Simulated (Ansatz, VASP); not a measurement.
Two plane-wave programs on EuMn

```
Eu Mn
1.0
     3.73433    0.00000    0.00000
     0.00000    3.73433    0.00000
     0.00000    0.00000    3.73433
Eu Mn
1 1
Direct
  0.00000 0.00000 0.00000
  0.50000 0.50000 0.50000
```

Alike in both runs: task single point; functional PBE; k mesh 8 × 8 × 8; occupations gaussian, width 0.05 eV; collinear spin; Hubbard terms Eu f U = 6.0 eV.

|  | VASP | Ansatz |
| --- | --- | --- |
| version | VASP 6.6.1 | Ansatz 0.2.0 |
| potentials or method | VASP PAW PBE potentials, release 64 (Eu, Mn_pv), cutoff 520 eV | scalar-relativistic, plane waves, PAW |
| valence electrons in the cell | 30 | 32 |

|  | VASP | Ansatz | Ansatz less VASP |
| --- | --- | --- | --- |
| gap on the k mesh at the Fermi level (eV) | none | none | - |
| pressure (GPa) | 0.5 | 0.5 | -0.02 |
| net moment per atom (μB) | 1.80 | 1.80 | +0.001 |
| size of the moment on the site where the two differ most (μB) | 6.83 | 7.06 | +0.233 |

Site moments also hang on the region over which each program counts them. The programs project onto different local orbitals, so the same U acts differently, and such runs can settle in different states. A gap of «none» marks a metal or a gap that the smearing closes. VASP's potentials hold 30 valence electrons a cell and Ansatz's 32, so a difference there can come from the potentials and not from the codes. Ansatz's warnings: filled band counts differ across k points.

Neither program's run includes spin-orbit coupling.
